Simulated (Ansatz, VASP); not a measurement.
**Au in VASP and in Ansatz**

```
CELL_PARAMETERS angstrom
2.77509 0.00000 0.00000
0.00000 2.77509 0.00000
0.00000 0.00000 2.77509
ATOMIC_POSITIONS crystal
Au 0.00000 0.00000 0.00000
```

Change from the starting cell: volume scaled by 1.03.

Alike in both runs: task single point; functional PBE; k mesh 12 × 12 × 12; occupations fermi-dirac, width 0.08 eV; no spin polarisation.

|  | VASP | Ansatz |
| --- | --- | --- |
| version | VASP 6.6.1 | Ansatz 0.2.0 |
| potentials or method | VASP PAW PBE potentials, release 64 (Au), cutoff 520 eV | all-electron LAPW, scalar-relativistic |

VASP gave:

* pressure (GPa): -3.0

Problem. Which values does Ansatz return?

Solution. Pressure (GPa): -2.8.

Ansatz ran all-electron here, and VASP with PAW potentials.

Neither program's run includes spin-orbit coupling.
